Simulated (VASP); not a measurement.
Here is a VASP 6.6.1 calculation.

The input INCAR:

```
ALGO     = Normal         # electronic algorithm
EDIFF    = 1E-8           # SCF threshold, eV
ENCUT    = 500            # plane-wave cutoff, eV
GGA      = PE             # functional
GGA_COMPAT= False        
IBRION   = 8              # ionic algorithm
ISIF     = 2              # what is computed and relaxed
ISMEAR   = 0              # smearing method
LASPH    = True           # aspherical terms in the spheres
LCHARG   = False          # write CHGCAR
LREAL    = False          # projectors in reciprocal space
LWAVE    = False          # write WAVECAR
NBANDS   = 18             # bands
NELM     = 120            # most SCF steps
NSW      = 1              # ionic steps
PREC     = Accurate       # precision mode
SIGMA    = 0.15           # smearing width, eV
```

The input KPOINTS:

```
k-points
0
Gamma
  18 18 10
```

Contents of POSCAR:

```
Au
1.0
    2.9169619367      0.0000000000      0.0000000000
   -1.4584809683      2.5261631390      0.0000000000
    0.0000000000      0.0000000000      4.8900308251
Au
2
Direct
    0.3333333333      0.6666666667      0.7500000000
    0.6666666667      0.3333333333      0.2500000000
```

Potentials or basis: VASP PAW PBE potentials, release 64 (Au).

The run is started by

```console
$ cat potpaw_PBE.64/Au/POTCAR > POTCAR
$ mpirun -np 1 vasp_std > vasp.out
```

(1) What does it give for the highest phonon frequency at Γ?

Results:

(1) 130 cm⁻¹.
